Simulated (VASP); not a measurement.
Write the native input for VASP 6.6.1 that does the following.

* Task: electric field gradients
* Functional: PBEsol
* Potentials or basis: VASP PAW PBE potentials, release 64 (Sr_sv, Ti_sv, O)
* Cutoff: 520 eV
* k mesh: 7 × 7 × 7
* Occupations: fermi-dirac, width 0.05 eV
* Spin: no spin polarisation
* Dipole correction: no
* Further INCAR settings: ALGO = Normal; EDIFF = 1e-08; NBANDS = 28

The structure of SrTiO3 lies in POSCAR:

```
SrTiO3
1.0
    3.9050000000     -0.0195250000     -0.0195250000
   -0.0195250000      3.9050000000     -0.0195250000
   -0.0195250000     -0.0195250000      3.9050000000
Sr Ti O
1 1 3
Direct
    0.0000000000      0.0000000000      0.0000000000
    0.5000000000      0.5000000000      0.5000000000
    0.0000000000      0.5000000000      0.5000000000
    0.5000000000      0.0000000000      0.5000000000
    0.5000000000      0.5000000000      0.0000000000
```

This cell differs from its parent crystal: equal xy, yz and zx shear strains of -1 %.

These files were run (other wordings do the same):

INCAR

```
SYSTEM = SrTiO3
ALGO = Normal ; EDIFF = 1E-8
ENCUT = 520 ; GGA = PS
ISIF = 2 ; ISMEAR = -1
LASPH = .TRUE. ; LCHARG = .FALSE.
LEFG = .TRUE. ; LREAL = .FALSE.
LWAVE = .FALSE. ; NBANDS = 28
NELM = 80 ; PREC = Accurate
SIGMA = 0.05
```

KPOINTS

```
k-points
0
G
  7 7 7
  0 0 0
```

Potentials or basis: VASP PAW PBE potentials, release 64 (Sr_sv, Ti_sv, O).

The run is started by

```sh
$ cat potpaw_PBE.64/Sr_sv/POTCAR potpaw_PBE.64/Ti_sv/POTCAR potpaw_PBE.64/O/POTCAR > POTCAR
$ mpirun -np 1 vasp_std > vasp.out
```

It gave:

- Pressure: -1.3 GPa
- Band gap on the k mesh: 1.82 eV (least direct gap 2.07 eV)
- Largest electric field gradient by atom: Sr -5.7; Ti +3.9; O +9.7 V/Å²

Caveat: the cell differs from its parent crystal (equal xy, yz and zx shear strains of -1 %); without QUAD_EFG the Cq values of the log hold for a quadrupole moment of 1 mb, not for the nuclei; the PAW data sets were made with another functional, which shifts forces and pressure a little.

Run time: 2.5 min on 1 thread of Intel Xeon 8259CL (shared host), peak memory 0.22 GiB.
